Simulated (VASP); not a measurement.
Runs of VASP 6.6.1 on Ge. The structure is that of space group P6_3/mmc (No. 194), or close to it. The cells are those of the table. 

```tsv
task	cell	k mesh	cutoff (eV)	gap on the mesh (eV)	pressure (GPa)
single point	a = 3.204, b = 3.204, c = 4.964 Å, angles 90.0, 90.0, 120.0°, 2 atoms	13 × 13 × 8	520	none	(b)
single point	a = 3.126, b = 3.126, c = 4.843 Å, angles 90.0, 90.0, 120.0°, 2 atoms	13 × 13 × 8	520	none	-1.9
single point	a = 3.086, b = 3.086, c = 4.780 Å, angles 90.0, 90.0, 120.0°, 2 atoms	13 × 13 × 8	520	none	0.2
single point	a = 3.086, b = 3.086, c = 4.780 Å, angles 90.0, 90.0, 120.0°, 2 atoms	12 × 12 × 7	520	none	0.0
single point	a = 2.957, b = 2.957, c = 4.580 Å, angles 90.0, 90.0, 120.0°, 2 atoms	13 × 13 × 8	520	none	(a)
relaxation of cell and atoms	relaxed from a = 3.008, b = 3.008, c = 4.911 Å, angles 90.0, 90.0, 120.0°, 2 atoms	12 × 12 × 7	600	none	0.0
single point	a = 3.001, b = 3.001, c = 4.649 Å, angles 90.0, 90.0, 120.0°, 2 atoms	13 × 13 × 8	520	none	6.1
```

Alike in all rows: level revPBE; potentials or basis VASP PAW PBE potentials, release 64 (Ge_d); no spin polarisation; smearing fermi-dirac 0.1 eV.

Fill in the values left out.

(a) 9.9; (b) -4.9.

Caveats: the PAW data sets were made with another functional, which shifts forces and pressure a little.

A k mesh can miss the band edges, and the runs leave out spin-orbit coupling on Ge.

A gap of «none» marks levels without a gap at the run's occupations.
